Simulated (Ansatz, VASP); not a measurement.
**One calculation of Cu2Sn, two programs**

```xyz
6
Lattice="2.9666 0.0000 0.0000 -1.4833 2.5691 0.0000 0.0000 0.0000 14.0715" Properties=species:S:1:pos:R:3 pbc="T T T"
Cu    0.0000    1.7128   10.5536
Cu    0.0000    1.7128    5.8631
Cu    1.4833    0.8564    3.5179
Cu    1.4833    0.8564    8.2084
Sn    0.0000    1.7128    1.1726
Sn    1.4833    0.8564   12.8989
```

Alike in both runs: task relaxation of cell and atoms; functional PBE; k mesh 6 × 6 × 2; occupations gaussian, width 0.1 eV; no spin polarisation.

|  | VASP | Ansatz |
| --- | --- | --- |
| version | VASP 6.6.1 | Ansatz 0.2.0 |
| potentials or method | VASP PAW PBE potentials, release 64 (Cu, Sn_d), cutoff 600 eV | scalar-relativistic, plane waves, PAW |
| valence electrons in the cell | 72 | 104 |

Ansatz gave:

```
gap on the k mesh at the Fermi level, each at its own relaxed structure (eV) : none
relaxed volume (Å³/atom)                                                     : 17.77
relaxed cell length with the largest relative difference (Å)                 : 3.035
```

Problem. Which values does VASP return?

Solution. gap on the k mesh at the Fermi level, each at its own relaxed structure (eV): none; relaxed volume (Å³/atom): 17.78; relaxed cell length with the largest relative difference (Å): 3.036.

A gap of «none» marks a metal or a gap that the smearing closes. VASP's potentials hold 72 valence electrons a cell and Ansatz's 104, so a difference there can come from the potentials and not from the codes.

The k mesh is coarse, so the values compare programs but aren't converged.
